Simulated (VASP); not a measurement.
# CdS (Hawleyite): single point with LDA

CdS (Hawleyite):

```
Cd S
1.0
     0.00000    2.85696    2.85696
     2.85696    0.00000    2.85696
     2.85696    2.85696    0.00000
Cd S
1 1
Direct
  0.00000 0.00000 0.00000
  0.75000 0.75000 0.75000
```

This cell differs from its parent crystal: volume scaled by 0.94.

```json
{
  "Program": "VASP 6.6.1",
  "Task": "single point",
  "Functional": "LDA",
  "Potentials or basis": "VASP PAW LDA potentials, release 64 (Cd, S)",
  "Cutoff": "520 eV",
  "k mesh": "8 × 8 × 8",
  "Occupations": "fermi-dirac, width 0.05 eV",
  "Spin": "no spin polarisation",
  "Dipole correction": "no",
  "Further INCAR settings": "ALGO = Normal; EDIFF = 1e-07; NBANDS = 16"
}
```

The pressure is 2.2 GPa and the band gap on the k mesh is 1.02 eV, direct.

Levels at points of the mesh, in eV from the valence-band top:
```
           k point  band 5  band 6  band 7  band 8  band 9  band 10  band 11  band 12  band 13  band 14
(0.00, 0.00, 0.00)   -7.46   -7.46    0.00    0.00    0.00     1.02     6.34     6.34     6.34    11.42
(0.50, 0.00, 0.00)   -7.42   -7.02   -4.91   -0.86   -0.86     2.87     6.84     6.84     7.40    10.96
(0.50, 0.50, 0.00)   -7.36   -6.95   -4.34   -2.15   -2.15     3.20     4.22     9.23    10.92    10.92
```

It took 9.9 s on 1 thread of Intel(R) Xeon(R) 6975P-C (Granite Rapids), on a shared host, peak memory 0.15 GiB.
